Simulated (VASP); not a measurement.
# CuO (Cccm) in VASP: a series of runs

Aim: see how the results for CuO move with the level of theory and the settings. Levels: PBEsol, PBE, BLYP, r2SCAN, revPBE. Tasks: single point.

All numbers are computed with VASP 6.6.1; they aren't measurements. Logs are shortened: lines on timing, memory, paths and dates and some standing lists are left out, and cuts for length are marked.

### Step 1. The cell of the first run

It takes space group Cccm (No. 66, orthorhombic). Conventional cell: a = 4.088 Å, b = 4.102 Å, c = 5.089 Å, α = 90.00°, β = 90.00°, γ = 90.00°. Within 2.6 Å of Cu (site symmetry 2/m) lie 4 O at 1.93 Å. O (site symmetry 222) has 4 Cu at 1.93 Å and 2 O at 2.54 Å within 2.6 Å.

### Step 2. Single point, PBEsol

Input file INCAR:

```
ALGO     = Normal         # electronic algorithm
EDIFF    = 1E-6           # SCF threshold, eV
ENCUT    = 700            # plane-wave cutoff, eV
GGA      = PS             # functional
GGA_COMPAT= False        
ISIF     = 2              # what is computed and relaxed
ISMEAR   = -1             # smearing method
LASPH    = True           # aspherical terms in the spheres
LCHARG   = True           # write CHGCAR
LELF     = True           # ELF
LREAL    = False          # projectors in reciprocal space
LVHAR    = True         
LWAVE    = False          # write WAVECAR
NBANDS   = 33             # bands
NELM     = 120            # most SCF steps
PREC     = Accurate       # precision mode
SIGMA    = 0.05           # smearing width, eV
```

Input file KPOINTS:

```
k-points
0
Gamma
  9 9 5
```

Input file POSCAR:

```
CuO
1.0
    2.0439488176     -2.0509420733      0.0000000000
    2.0439488176      2.0509420733      0.0000000000
    0.0000000000      0.0000000000      5.0891113222
Cu O
2 2
Direct
    0.5000000000      0.0000000000      0.0000000000
    0.0000000000      0.5000000000      0.5000000000
    0.5000000000      0.5000000000      0.2500000000
    0.5000000000      0.5000000000      0.7500000000
```

Potentials or basis: VASP PAW PBE potentials, release 64 (Cu_sv_GW, O).

Launch:

```sh
> cat potpaw_PBE.64/Cu_sv_GW/POTCAR potpaw_PBE.64/O/POTCAR > POTCAR
> mpirun -np 1 vasp_std > vasp.out
```

OUTCAR:

```text
EDIFF = 1E-6
   ENCUT = 700
   GGA = PS
   ISIF = 2
   ISMEAR = -1
   LASPH = True
   LREAL = False
   NELM = 120
   PREC = Accurate

 ion  position               nearest neighbor table
   1  0.500  0.000  0.000-   3 1.93   4 1.93   3 1.93   4 1.93
   2  0.000  0.500  0.500-   3 1.93   4 1.93   3 1.93   4 1.93
   3  0.500  0.500  0.250-   1 1.93   2 1.93   1 1.93   2 1.93
   4  0.500  0.500  0.750-   1 1.93   2 1.93   1 1.93   2 1.93

  LATTYP: Found a base centered orthorhombic cell.
 ALAT       =     4.0878976352
 B/A-ratio  =     1.0034214436
 C/A-ratio  =     1.2449214184

  Lattice vectors:

 A1 = (   2.0439488176,  -2.0509420733,   0.0000000000)
 A2 = (   2.0439488176,   2.0509420733,   0.0000000000)
 A3 = (   0.0000000000,   0.0000000000,   5.0891113222)

Analysis of symmetry for initial positions (statically):
=====================================================================
 Subroutine PRICEL returns:
 Original cell was already a primitive cell.

 Routine SETGRP: Setting up the symmetry group for a
 base centered orthorhombic supercell.

 Subroutine GETGRP returns: Found  8 space group operations
 (whereof  4 operations were pure point group operations)
 out of a pool of  8 trial point group operations.

The static configuration has the point symmetry C_2h.
 The point group associated with its full space group is D_2h.

Analysis of symmetry for dynamics (positions and initial velocities):
=====================================================================
 Subroutine PRICEL returns:
 Original cell was already a primitive cell.

 Routine SETGRP: Setting up the symmetry group for a
 base centered orthorhombic supercell.

 Subroutine GETGRP returns: Found  8 space group operations
 (whereof  4 operations were pure point group operations)
 out of a pool of  8 trial point group operations.

The dynamic configuration has the point symmetry C_2h.
 The point group associated with its full space group is D_2h.

 Subroutine INISYM returns: Found  8 space group operations
 (whereof  4 operations are pure point group operations),
 and found     1 'primitive' translations

----------------------------------------------------------------------------------------

                                     Primitive cell

  volume of cell :      42.6673

  direct lattice vectors                    reciprocal lattice vectors
     2.043948818 -2.050942073  0.000000000     0.244624521 -0.243790406  0.000000000
     2.043948818  2.050942073  0.000000000     0.244624521  0.243790406  0.000000000
     0.000000000  0.000000000  5.089111322     0.000000000  0.000000000  0.196497961

  length of vectors
     2.895529340  2.895529340  5.089111322     0.345362010  0.345362010  0.196497961

  position of ions in fractional coordinates (direct lattice)
     0.500000000  0.000000000  0.000000000
     0.000000000  0.500000000  0.500000000
     0.500000000  0.500000000  0.250000000
     0.500000000  0.500000000  0.750000000

  ion indices of the primitive-cell ions
   primitive index   ion index
                 1           1
                 2           2
                 3           3
                 4           4

----------------------------------------------------------------------------------------

 KPOINTS: k-points

Automatic generation of k-mesh.
 Grid dimensions read from file:
 generate k-points for:    9    9    5

 Generating k-lattice:

  Cartesian coordinates                     Fractional coordinates (reciprocal lattice)
     0.027180502 -0.027087823  0.000000000     0.111111111  0.000000000  0.000000000
     0.027180502  0.027087823  0.000000000     0.000000000  0.111111111  0.000000000
     0.000000000  0.000000000  0.039299592     0.000000000  0.000000000  0.200000000

  Length of vectors
     0.038373557  0.038373557  0.039299592

  Shift w.r.t. Gamma in fractional coordinates (k-lattice)
     0.000000000  0.000000000  0.000000000

 Subroutine IBZKPT returns following result:
 ===========================================

 Found     75 irreducible k-points:

 Following reciprocal coordinates:
            Coordinates               Weight
  0.000000  0.000000  0.000000      1.000000
  0.111111  0.000000  0.000000      4.000000
  0.222222 -0.000000  0.000000      4.000000
  0.333333 -0.000000  0.000000      4.000000
  0.444444 -0.000000  0.000000      4.000000
  0.111111  0.111111  0.000000      2.000000
[... 16 lines left out ...]
 -0.333333  0.333333  0.000000      2.000000
  0.444444  0.444444  0.000000      2.000000
 [... further k-points ...]
   k-points           NKPTS =     75   k-points in BZ     NKDIM =     75   number of bands    NBANDS=     33
   number of dos      NEDOS =    301   number of ions     NIONS =      4
   total plane-waves  NPLWV =  37632
   dimension x,y,z NGX =    28 NGY =   28 NGZ =   48
   dimension x,y,z NGXF=    56 NGYF=   56 NGZF=   96
   ions per type =               2   2
   NGX,Y,Z   is equivalent  to a cutoff of  16.08, 16.08, 15.68 a.u.
   NGXF,Y,Z  is equivalent  to a cutoff of  32.15, 32.15, 31.36 a.u.
 SYSTEM =  unknown system
   PREC   = accura    normal or accurate (medium, high low for compatibility)
   ISTART =      0    job   : 0-new  1-cont  2-samecut
   ICHARG =      2    charge: 1-file 2-atom 10-const
   ISPIN  =      1    spin polarized calculation?
   LNONCOLLINEAR =      F non collinear calculations
   LSORBIT =      F    spin-orbit coupling
   LASPH  =      T    aspherical Exc in radial PAW
   ENCUT  =  700.0 eV  51.45 Ry    7.17 a.u.   6.25  6.25 10.98*2*pi/ulx,y,z
   NELM   =    120;   NELMIN=  2; NELMDL= -5     # of ELM steps
   EDIFF  = 0.1E-05   stopping-criterion for ELM
   LREAL  =      F    real-space projection
   EDIFFG = 0.1E-04   stopping-criterion for IOM
   NSW    =      0    number of steps for IOM
   IBRION =     -1    ionic relax: 0-MD 1-quasi-New 2-CG
   NFREE  =      0    steps in history (QN), initial steepest desc. (CG)
   ISIF   =      2    stress and relaxation
   ISYM   =      2    0-nonsym 1-usesym 2-fastsym
   POTIM  = 0.5000    time-step for ionic-motion
   TEBEG  =    0.0;   TEEND  =   0.0 temperature during run
   PSTRESS=    0.0 pullay stress
   NELECT =      50.0000    total number of electrons
   NUPDOWN=      -1.0000    fix difference up-down
   EMIN   =  10.00;   EMAX   =-10.00  energy-range for DOS
   EFERMI =   0.00;   METHOD = LEGACY
   ISMEAR =    -1;   SIGMA  =   0.05  broadening in eV -4-tet -1-fermi 0-gaus
   EFERMI_NEDOS =   21; number of points for ismear=-14 and -15
   IALGO  =     38    algorithm
   IMIX   =      4    mixing-type and parameters
     AMIX     =   0.40;   BMIX     =  1.00
     AMIX_MAG =   1.60;   BMIX_MAG =  1.00
  volume/ion in A,a.u.               =      10.67        71.98
  Fermi-wavevector in a.u.,A,eV,Ry     =   1.725969  3.261609 40.531344  2.978970
  Thomas-Fermi vector in A             =   2.801370
   LORBIT       =      0    0 simple, 1 ext, 2 COOP (PROOUT), +10 PAW based schemes
   GGA     = PS    functional components
   LHFCALC =     F    Hartree Fock is set to
   AEXX    =    0.0000 exact exchange contribution
   IVDW    =     0    specifies the selected vdW correction
   LEPSILON=     F    determine dielectric tensor
   LRPA    =     F    only Hartree local field effects (RPA)
 non-spin polarized calculation
  energy-cutoff  :      700.00
  volume of cell :       42.67
 maximum number of plane-waves:      1806
 NGX is ok and might be reduce to    28
   NGX = 13   NGY = 13   NGZ = 21

 number of electron      50.0000001 magnetization

 Free energy of the ion-electron system (eV)
  ---------------------------------------------------
  ext. energy  EPLUGINS =         0.00000000
  ---------------------------------------------------
  free energy    TOTEN  =       -21.67802591 eV

  energy without entropy =      -21.65931529  energy(sigma->0) =      -21.66867060

 E-fermi :   5.2278     XC(G=0): -12.1601

 val. band max:        5.1827060036   @ k =   0.4444   0.4444   0.4000
 cond. band min:       5.2720849425   @ k =   0.4444  -0.0000   0.2000
 fundamental gap:      0.0893789389
 Fermi energy:         5.2277843289

 k-point     1 :       0.0000    0.0000    0.0000
  band No.  band energies     occupation
      1    -107.2763      2.00000
      2    -107.2754      2.00000
      3     -64.9293      2.00000
      4     -64.9292      2.00000
      5     -64.8923      2.00000
      6     -64.8835      2.00000
[... 25 lines left out ...]
     32      19.8232      0.00000
     33      20.0714      0.00000

 k-point     2 :       0.1111    0.0000    0.0000
  band No.  band energies     occupation
      1    -107.2761      2.00000
      2    -107.2759      2.00000
      3     -64.9312      2.00000
      4     -64.9293      2.00000
      5     -64.8919      2.00000
      6     -64.8840      2.00000
[... 25 lines left out ...]
     32      20.0480      0.00000
     33      20.3359      0.00000

 k-point     3 :       0.2222   -0.0000    0.0000
  band No.  band energies     occupation
      1    -107.2759      2.00000
      2    -107.2755      2.00000
      3     -64.9352      2.00000
      4     -64.9291      2.00000
      5     -64.8908      2.00000
      6     -64.8842      2.00000
[... 25 lines left out ...]
     32      20.0090      0.00000
     33      21.0995      0.00000

 k-point     4 :       0.3333   -0.0000    0.0000
  band No.  band energies     occupation
      1    -107.2758      2.00000
      2    -107.2756      2.00000
      3     -64.9406      2.00000
      4     -64.9290      2.00000
      5     -64.8895      2.00000
      6     -64.8850      2.00000
[... 25 lines left out ...]
     32      19.1586      0.00000
     33      20.3131      0.00000

 k-point     5 :       0.4444   -0.0000    0.0000
  band No.  band energies     occupation
      1    -107.2756      2.00000
      2    -107.2754      2.00000
      3     -64.9437      2.00000
      4     -64.9288      2.00000
      5     -64.8877      2.00000
      6     -64.8861      2.00000
[... 604 lines left out ...]
 k-point    22 :      -0.4444    0.3333    0.0000
  band No.  band energies     occupation
      1    -107.2748      2.00000
      2    -107.2747      2.00000
      3     -64.9435      2.00000
      4     -64.9387      2.00000
      5     -64.8861      2.00000
      6     -64.8852      2.00000
[... 25 lines left out ...]
     32      17.1089      0.00000
     33      18.0072      0.00000

 k-point    23 :      -0.3333    0.3333    0.0000
  band No.  band energies     occupation
      1    -107.2749      2.00000
      2    -107.2748      2.00000
      3     -64.9410      2.00000
      4     -64.9382      2.00000
      5     -64.8868      2.00000
      6     -64.8850      2.00000
[... 25 lines left out ...]
     32      16.9568      0.00000
     33      19.1407      0.00000

 k-point    24 :       0.4444    0.4444    0.0000
  band No.  band energies     occupation
      1    -107.2748      2.00000
      2    -107.2746      2.00000
      3     -64.9446      2.00000
      4     -64.9409      2.00000
      5     -64.8855      2.00000
      6     -64.8851      2.00000
[... 25 lines left out ...]
     32      16.4176      0.00000
     33      17.2956      0.00000

 [... further k-points ...]

------------------------ aborting loop because EDIFF is reached ----------------------------------------

  FORCE on cell =-STRESS in cart. coord.  units (eV):
  Direction    XX          YY          ZZ          XY          YZ          ZX
  --------------------------------------------------------------------------------------
  -------------------------------------------------------------------------------------
  Total       -0.7412230     -0.7541547     -0.7264026      0.0000000      0.0000000      0.0000000
  in kB      -27.8332637    -28.3188542    -27.2767506      0.0000000      0.0000000      0.0000000
  external PRESSURE =     -27.8096228 kB  Pullay stress =       0.0000000 kB

 VOLUME and BASIS-vectors are now :
 -----------------------------------------------------------------------------
  energy-cutoff  :      700.00
  volume of cell :       42.67
      direct lattice vectors                 reciprocal lattice vectors
     2.043948818 -2.050942073  0.000000000     0.244624521 -0.243790406  0.000000000
     2.043948818  2.050942073  0.000000000     0.244624521  0.243790406  0.000000000
     0.000000000  0.000000000  5.089111322     0.000000000  0.000000000  0.196497961

 POSITION                                       TOTAL-FORCE (eV/Angst)
 -----------------------------------------------------------------------------------
      1.02197     -1.02547      0.00000        -0.000000     -0.000000     -0.000000
      1.02197      1.02547      2.54456         0.000000     -0.000000     -0.000000
      2.04395      0.00000      1.27228         0.000000     -0.000000      0.000000
      2.04395      0.00000      3.81683         0.000000      0.000000     -0.000000
 -----------------------------------------------------------------------------------
    total drift:                                0.000000      0.000000     -0.000000

  FREE ENERGIE OF THE ION-ELECTRON SYSTEM (eV)
  ---------------------------------------------------
  free  energy   TOTEN  =       -21.6780259143 eV

  energy  without entropy=      -21.6593152856  energy(sigma->0) =      -21.66867060
```

Run time: 96 s. Hardware: 1 thread of Intel Xeon 6975P-C (Granite Rapids), shared host; peak memory 0.3 GiB.

What came out:

```
Free energy            : -21.6780 eV
Pressure               : -2.8 GPa
Band gap on the k mesh : zero (band 25 reaches 5.95 eV, above the bottom of band 26 at 4.96 eV)
```

Caveat: the PAW data sets were made with another functional, which shifts forces and pressure a little; semilocal functionals often make such compounds metallic where correlation or magnetic order opens a gap, which also shifts bond lengths. With open d or f shells a metallic result of PBEsol can be an artefact of self-interaction; +U or a hybrid may open a gap.

(Part 1 of 3 ends here.)
